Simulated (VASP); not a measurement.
A run of VASP 6.6.1:

The input INCAR:

```
SYSTEM = MgI2
PREC = Accurate
ENCUT = 520
EDIFF = 1E-7
ISMEAR = 0
SIGMA = 0.05
LREAL = .False.
LASPH = .True.
NELM = 60
ALGO = Normal
ISIF = 2
LWAVE = .False.
LCHARG = .False.
LDIPOL = .True.
IDIPOL = 3
DIPOL = 0.5 0.5 0.404
GGA = PE
IVDW = 12
NBANDS = 25
```

Contents of KPOINTS:

```
Automatic mesh
0
Gamma
  9 9 1
  0 0 0
```

POSCAR

```
MgI2
1.0
    4.1311064662      0.0000000000      0.0000000000
   -2.0655532331      3.5776431455      0.0000000000
    0.0000000000      0.0000000000     24.2265088138
I Mg
4 2
Direct
    0.3333333333      0.6666666667      0.1857469450
    0.6666666667      0.3333333333      0.3245723297
    1.0000000000      1.0000000000      0.4826636185
    0.6666666667      1.3333333333      0.6214890032
    0.0000000000      0.0000000000      0.2551596374
    1.3333333333      1.6666666667      0.5520763108
```

Potentials or basis: VASP PAW PBE potentials, release 64 (I, Mg).

The run is started by

```sh
$ cat potpaw_PBE.64/I/POTCAR potpaw_PBE.64/Mg/POTCAR > POTCAR
$ mpirun -np 1 vasp_std > vasp.out
```

Hardware: 1 thread of Intel(R) Xeon(R) Platinum 8259CL CPU @ 2.50GHz (Skylake/Cascade Lake), with other jobs on the host.

**Question.** Estimate the wall time of this run.

**Answer.** Run time: 2.9 min on 1 thread of Intel(R) Xeon(R) Platinum 8259CL CPU @ 2.50GHz (Skylake/Cascade Lake), on a shared host, peak memory 0.45 GiB. Counts: scf iterations 23, k points 12.
